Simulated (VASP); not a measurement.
# ZnO (P6_3mc) in VASP: further runs

Runs on ZnO. Level: PBEsol. Tasks: single point.

All numbers are computed with VASP 6.6.1; they aren't measurements. Logs are shortened: lines on timing, memory, paths and dates and some standing lists are left out, and cuts for length are marked.

## 1. The cell of the first run

It takes space group P6_3mc (No. 186, hexagonal). Conventional cell: a = 3.231 Å, b = 3.231 Å, c = 5.214 Å, α = 90.00°, β = 90.00°, γ = 120.00°. Within 2.6 Å of Zn (site symmetry 3m) lie 4 O at 1.97 to 1.98 Å. O (site symmetry 3m) has 4 Zn at 1.97 to 1.98 Å within 2.6 Å.

## 2. Single point, PBEsol

File INCAR:

```
PREC = Accurate
ENCUT = 520
EDIFF = 1E-7
ISMEAR = 0
SIGMA = 0.02
LREAL = F
LASPH = T
NELM = 60
ALGO = Normal
ISIF = 2
LWAVE = F
LCHARG = F
GGA = PS
NBANDS = 26
```

File KPOINTS:

```
regular mesh
0
Gamma
  9 9 6
```

File POSCAR:

```
ZnO
1.0
    3.2305167399      0.0000000000      0.0000000000
   -1.6152583699      2.7977095641      0.0000000000
    0.0000000000      0.0000000000      5.2139362460
Zn O
2 2
Direct
    0.6666666667      0.3333333333      0.5006385768
    0.3333333333      0.6666666667      0.0006385768
    0.6666666667      0.3333333333      0.8796714232
    0.3333333333      0.6666666667      0.3796714232
```

Potentials or basis: VASP PAW PBE potentials, release 64 (Zn, O).

Started as:

```bash
> cat potpaw_PBE.64/Zn/POTCAR potpaw_PBE.64/O/POTCAR > POTCAR
> mpirun -np 1 vasp_std > vasp.out
```

OUTCAR:

```text
PREC = Accurate
   ENCUT = 520
   EDIFF = 1E-7
   ISMEAR = 0
   LREAL = F
   LASPH = T
   NELM = 60
   ISIF = 2
   GGA = PS

 ion  position               nearest neighbor table
   1  0.667  0.333  0.501-   4 1.97   4 1.97   4 1.97   3 1.98
   2  0.333  0.667  0.001-   3 1.97   3 1.97   3 1.97   4 1.98
   3  0.667  0.333  0.880-   2 1.97   2 1.97   2 1.97   1 1.98
   4  0.333  0.667  0.380-   1 1.97   1 1.97   1 1.97   2 1.98

  LATTYP: Found a hexagonal cell.
 ALAT       =     3.2305167399
 C/A-ratio  =     1.6139635439

  Lattice vectors:

 A1 = (   3.2305167399,   0.0000000000,   0.0000000000)
 A2 = (  -1.6152583699,   2.7977095641,   0.0000000000)
 A3 = (   0.0000000000,   0.0000000000,   5.2139362460)

Analysis of symmetry for initial positions (statically):
=====================================================================
 Subroutine PRICEL returns:
 Original cell was already a primitive cell.

 Routine SETGRP: Setting up the symmetry group for a
 hexagonal supercell.

 Subroutine GETGRP returns: Found 12 space group operations
 (whereof  6 operations were pure point group operations)
 out of a pool of 24 trial point group operations.

The static configuration has the point symmetry C_3v.
 The point group associated with its full space group is C_6v.

Analysis of symmetry for dynamics (positions and initial velocities):
=====================================================================
 Subroutine PRICEL returns:
 Original cell was already a primitive cell.

 Routine SETGRP: Setting up the symmetry group for a
 hexagonal supercell.

 Subroutine GETGRP returns: Found 12 space group operations
 (whereof  6 operations were pure point group operations)
 out of a pool of 24 trial point group operations.

The dynamic configuration has the point symmetry C_3v.
 The point group associated with its full space group is C_6v.

 Subroutine INISYM returns: Found 12 space group operations
 (whereof  6 operations are pure point group operations),
 and found     1 'primitive' translations

----------------------------------------------------------------------------------------

                                     Primitive cell

  volume of cell :      47.1238

  direct lattice vectors                    reciprocal lattice vectors
     3.230516740  0.000000000  0.000000000     0.309548001  0.178717622  0.000000000
    -1.615258370  2.797709564  0.000000000     0.000000000  0.357435244  0.000000000
     0.000000000  0.000000000  5.213936246     0.000000000  0.000000000  0.191793676
[... 88 lines left out ...]
   EDIFF  = 0.1E-06   stopping-criterion for ELM
   LREAL  =      F    real-space projection
   EDIFFG = 0.1E-05   stopping-criterion for IOM
   NSW    =      0    number of steps for IOM
   IBRION =     -1    ionic relax: 0-MD 1-quasi-New 2-CG
   NFREE  =      0    steps in history (QN), initial steepest desc. (CG)
   ISIF   =      2    stress and relaxation
   ISYM   =      2    0-nonsym 1-usesym 2-fastsym
   POTIM  = 0.5000    time-step for ionic-motion
   TEBEG  =    0.0;   TEEND  =   0.0 temperature during run
   PSTRESS=    0.0 pullay stress
   NELECT =      36.0000    total number of electrons
   NUPDOWN=      -1.0000    fix difference up-down
   EMIN   =  10.00;   EMAX   =-10.00  energy-range for DOS
   EFERMI =   0.00;   METHOD = LEGACY
   ISMEAR =     0;   SIGMA  =   0.02  broadening in eV -4-tet -1-fermi 0-gaus
   EFERMI_NEDOS =   21; number of points for ismear=-14 and -15
   IALGO  =     38    algorithm
   IMIX   =      4    mixing-type and parameters
     AMIX     =   0.40;   BMIX     =  1.00
     AMIX_MAG =   1.60;   BMIX_MAG =  1.00
  volume/ion in A,a.u.               =      11.78        79.50
  Fermi-wavevector in a.u.,A,eV,Ry     =   1.496565  2.828098 30.473056  2.239706
  Thomas-Fermi vector in A             =   2.608565
   LORBIT       =      0    0 simple, 1 ext, 2 COOP (PROOUT), +10 PAW based schemes
   GGA     = PS    functional components
   LHFCALC =     F    Hartree Fock is set to
   AEXX    =    0.0000 exact exchange contribution
   IVDW    =     0    specifies the selected vdW correction
   LEPSILON=     F    determine dielectric tensor
   LRPA    =     F    only Hartree local field effects (RPA)
 non-spin polarized calculation
 Gauss-broadening in eV      SIGMA  =   0.02
  energy-cutoff  :      520.00
  volume of cell :       47.12
 maximum number of plane-waves:      1290
   NGX = 13   NGY = 13   NGZ = 19

 number of electron      36.0000015 magnetization

 Free energy of the ion-electron system (eV)
  ---------------------------------------------------
  ext. energy  EPLUGINS =         0.00000000
  ---------------------------------------------------
  free energy    TOTEN  =       -19.41050844 eV

  energy without entropy =      -19.41050844  energy(sigma->0) =      -19.41050844

 E-fermi :   1.2349     XC(G=0): -11.2399

 val. band max:        1.1453090607   @ k =   0.0000   0.0000   0.0000
 cond. band min:       1.8353406386   @ k =   0.0000   0.0000   0.0000
 fundamental gap:      0.6900315779
 Fermi energy:         1.2348848746

 k-point     1 :       0.0000    0.0000    0.0000
  band No.  band energies     occupation
      1     -16.9830      2.00000
      2     -16.2276      2.00000
      3      -4.6625      2.00000
      4      -4.6229      2.00000
      5      -4.6229      2.00000
      6      -4.5782      2.00000
[... 685 lines left out ...]
     25      14.4030      0.00000
     26      15.5095      0.00000

 [... further k-points ...]

------------------------ aborting loop because EDIFF is reached ----------------------------------------

  FORCE on cell =-STRESS in cart. coord.  units (eV):
  Direction    XX          YY          ZZ          XY          YZ          ZX
  --------------------------------------------------------------------------------------
  -------------------------------------------------------------------------------------
  Total        0.2852113      0.2852113      0.2879778      0.0000000      0.0000000      0.0000000
  in kB        9.6969899      9.6969899      9.7910509      0.0000000      0.0000000      0.0000000
  external PRESSURE =       9.7283436 kB  Pullay stress =       0.0000000 kB

 VOLUME and BASIS-vectors are now :
 -----------------------------------------------------------------------------
  energy-cutoff  :      520.00
  volume of cell :       47.12
      direct lattice vectors                 reciprocal lattice vectors
     3.230516740  0.000000000  0.000000000     0.309548001  0.178717622  0.000000000
    -1.615258370  2.797709564  0.000000000     0.000000000  0.357435244  0.000000000
     0.000000000  0.000000000  5.213936246     0.000000000  0.000000000  0.191793676

 POSITION                                       TOTAL-FORCE (eV/Angst)
 -----------------------------------------------------------------------------------
      1.61526      0.93257      2.61030         0.000000      0.000000      0.002662
     -0.00000      1.86514      0.00333         0.000000      0.000000      0.002662
      1.61526      0.93257      4.58655         0.000000      0.000000     -0.002662
     -0.00000      1.86514      1.97958         0.000000     -0.000000     -0.002662
 -----------------------------------------------------------------------------------
    total drift:                               -0.000000      0.000000      0.000959

  FREE ENERGIE OF THE ION-ELECTRON SYSTEM (eV)
  ---------------------------------------------------
  free  energy   TOTEN  =       -19.4105084403 eV

  energy  without entropy=      -19.4105084403  energy(sigma->0) =      -19.41050844
```

OSZICAR:

```text
N       E                     dE             d eps       ncg     rms          rms(c)
DAV:   1     0.294073303394E+03    0.29407E+03   -0.18183E+04  2504   0.203E+03
DAV:   2     0.101862782019E+02   -0.28389E+03   -0.26561E+03  2576   0.411E+02
DAV:   3    -0.215657186424E+02   -0.31752E+02   -0.31299E+02  2814   0.140E+02
DAV:   4    -0.222083559135E+02   -0.64264E+00   -0.64118E+00  2770   0.202E+01
DAV:   5    -0.222115120318E+02   -0.31561E-02   -0.31559E-02  2736   0.148E+00    0.142E+01
DAV:   6    -0.192822226488E+02    0.29293E+01   -0.55760E+00  3882   0.602E+01    0.918E+00
DAV:   7    -0.194591770156E+02   -0.17695E+00   -0.26223E+00  2580   0.158E+01    0.547E+00
DAV:   8    -0.194591888283E+02   -0.11813E-04   -0.50403E-01  3636   0.726E+00    0.163E+00
DAV:   9    -0.194083753997E+02    0.50813E-01   -0.94709E-02  3688   0.609E+00    0.347E-01
DAV:  10    -0.194104693202E+02   -0.20939E-02   -0.38046E-02  2524   0.132E+00    0.111E-01
DAV:  11    -0.194104827624E+02   -0.13442E-04   -0.60216E-04  2684   0.222E-01    0.247E-02
DAV:  12    -0.194105102903E+02   -0.27528E-04   -0.25050E-05  2602   0.392E-02    0.172E-02
DAV:  13    -0.194105100133E+02    0.27709E-06   -0.29641E-06  2782   0.316E-02    0.958E-03
DAV:  14    -0.194105086018E+02    0.14115E-05   -0.34182E-06  2956   0.164E-02    0.257E-03
DAV:  15    -0.194105084726E+02    0.12919E-06   -0.11361E-07  1588   0.506E-03    0.124E-03
DAV:  16    -0.194105084403E+02    0.32282E-07   -0.89667E-08  1272   0.276E-03
   1 F= -.19410508E+02 E0= -.19410508E+02  d E =-.901375E-13
```

stdout:

```text
POSCAR found type information on POSCAR ZnO
 POSCAR found :  2 types and       4 ions
 scaLAPACK will be used
 -----------------------------------------------------------------------------
|                                                                             |
|                                                                             |
|     You enforced a specific xc type in the INCAR file but a different       |
|     I HOPE YOU KNOW WHAT YOU ARE DOING!                                     |
|                                                                             |
 -----------------------------------------------------------------------------

 LDA part: xc-table for (Slater+PW92), standard interpolation
 POSCAR, INCAR and KPOINTS ok, starting setup
 FFT: planning ... GRIDC
 FFT: planning ... GRID_SOFT
 FFT: planning ... GRID
 WAVECAR not read
 entering main loop
```

Wall time 58 s (1 thread of Intel Xeon 8259CL, shared host); peak memory 0.19 GiB.

Results:

```yaml
Free_energy: -19.4105 eV
Pressure: 1.0 GPa
Band_gap_on_the_k_mesh: 0.69 eV
```

Forces on the atoms (eV/Å):
```
Zn   0.000  0.000  0.003
Zn   0.000  0.000  0.003
O    0.000  0.000 -0.003
O    0.000  0.000 -0.003
```

Levels at points of the mesh, in eV from the valence-band top:
```
           k point  band 15  band 16  band 17  band 18  band 19  band 20  band 21  band 22
(0.00, 0.00, 0.00)    -0.81    -0.09     0.00     0.00     0.69     5.15     8.10    12.83
(0.00, 0.00, 0.50)    -0.40    -0.40    -0.40    -0.40     3.38     3.38     9.96     9.96
```

Caveat: the PAW data sets were made with another functional, which shifts forces and pressure a little.

## 3. Single point, PBEsol

File INCAR:

```
SYSTEM = ZnO
PREC = Accurate ; ENCUT = 520
EDIFF = 1E-6 ; ISMEAR = 0
SIGMA = 0.02 ; LREAL = .FALSE.
LASPH = .TRUE. ; NELM = 60
ALGO = Normal ; ISIF = 2
LWAVE = .FALSE. ; LCHARG = .TRUE.
GGA = PS ; LELF = .TRUE.
LVHAR = .TRUE. ; NBANDS = 26
```

File KPOINTS:

```
Automatic mesh
0
G
  9 9 6
  0 0 0
```

POSCAR is that of step 2.

Potentials or basis: VASP PAW PBE potentials, release 64 (Zn, O).

Started as:

```bash
> cat potpaw_PBE.64/Zn/POTCAR potpaw_PBE.64/O/POTCAR > POTCAR
> mpirun -np 1 vasp_std > vasp.out
```

OUTCAR:

```text
SYSTEM = ZnO
   PREC = Accurate
   ENCUT = 520
   EDIFF = 1E-6
   ISMEAR = 0
   LREAL = .FALSE.
   LASPH = .TRUE.
   NELM = 60
   ISIF = 2
   GGA = PS

 ion  position               nearest neighbor table
   1  0.667  0.333  0.501-   4 1.97   4 1.97   4 1.97   3 1.98
   2  0.333  0.667  0.001-   3 1.97   3 1.97   3 1.97   4 1.98
   3  0.667  0.333  0.880-   2 1.97   2 1.97   2 1.97   1 1.98
   4  0.333  0.667  0.380-   1 1.97   1 1.97   1 1.97   2 1.98

  LATTYP: Found a hexagonal cell.
 ALAT       =     3.2305167399
 C/A-ratio  =     1.6139635439

  Lattice vectors:

 A1 = (   3.2305167399,   0.0000000000,   0.0000000000)
 A2 = (  -1.6152583699,   2.7977095641,   0.0000000000)
 A3 = (   0.0000000000,   0.0000000000,   5.2139362460)

Analysis of symmetry for initial positions (statically):
=====================================================================
 Subroutine PRICEL returns:
 Original cell was already a primitive cell.

 Routine SETGRP: Setting up the symmetry group for a
 hexagonal supercell.
[... 169 lines left out ...]
  free energy    TOTEN  =       -19.41051000 eV

  energy without entropy =      -19.41051000  energy(sigma->0) =      -19.41051000

 E-fermi :   1.2352     XC(G=0): -11.2400

 val. band max:        1.1463001022   @ k =   0.0000   0.0000   0.0000
 cond. band min:       1.8354962988   @ k =   0.0000   0.0000   0.0000
 fundamental gap:      0.6891961966
 Fermi energy:         1.2352157530

 k-point     1 :       0.0000    0.0000    0.0000
  band No.  band energies     occupation
      1     -16.9822      2.00000
      2     -16.2268      2.00000
      3      -4.6620      2.00000
      4      -4.6223      2.00000
      5      -4.6223      2.00000
      6      -4.5776      2.00000
[... 685 lines left out ...]
     25      14.4030      0.00000
     26      15.5096      0.00000

 [... further k-points ...]

------------------------ aborting loop because EDIFF is reached ----------------------------------------

  FORCE on cell =-STRESS in cart. coord.  units (eV):
  Direction    XX          YY          ZZ          XY          YZ          ZX
  --------------------------------------------------------------------------------------
  -------------------------------------------------------------------------------------
  Total        0.2125478      0.2125478      0.2154916      0.0000000     -0.0000000      0.0000000
  in kB        7.2264812      7.2264812      7.3265693      0.0000000     -0.0000000      0.0000000
  external PRESSURE =       7.2598439 kB  Pullay stress =       0.0000000 kB

 VOLUME and BASIS-vectors are now :
 -----------------------------------------------------------------------------
  energy-cutoff  :      520.00
  volume of cell :       47.12
      direct lattice vectors                 reciprocal lattice vectors
     3.230516740  0.000000000  0.000000000     0.309548001  0.178717622  0.000000000
    -1.615258370  2.797709564  0.000000000     0.000000000  0.357435244  0.000000000
     0.000000000  0.000000000  5.213936246     0.000000000  0.000000000  0.191793676

 POSITION                                       TOTAL-FORCE (eV/Angst)
 -----------------------------------------------------------------------------------
      1.61526      0.93257      2.61030         0.000000     -0.000000      0.002607
     -0.00000      1.86514      0.00333        -0.000000     -0.000000      0.002607
      1.61526      0.93257      4.58655         0.000000     -0.000000     -0.002607
     -0.00000      1.86514      1.97958        -0.000000      0.000000     -0.002607
 -----------------------------------------------------------------------------------
    total drift:                               -0.000000      0.000000      0.000814

  FREE ENERGIE OF THE ION-ELECTRON SYSTEM (eV)
  ---------------------------------------------------
  free  energy   TOTEN  =       -19.4105100011 eV

  energy  without entropy=      -19.4105100011  energy(sigma->0) =      -19.41051000
```

It took 59 s on 1 thread of Intel Xeon 8259CL, shared host; peak memory 0.18 GiB.

What came out:

```yaml
Free_energy: -19.4105 eV
Pressure: 0.7 GPa
Band_gap_on_the_k_mesh: 0.69 eV
```

Forces on the atoms (eV/Å):
```
Zn   0.000  0.000  0.003
Zn   0.000  0.000  0.003
O    0.000  0.000 -0.003
O    0.000  0.000 -0.003
```

Levels at points of the mesh, in eV from the valence-band top:
```tsv
k point	band 16	band 17	band 18	band 19	band 20	band 21
(0.00, 0.00, 0.00)	-0.09	0.00	0.00	0.69	5.15	8.10
(0.00, 0.00, 0.50)	-0.40	-0.40	-0.40	3.38	3.38	9.96
```

Caveat: the PAW data sets were made with another functional, which shifts forces and pressure a little.
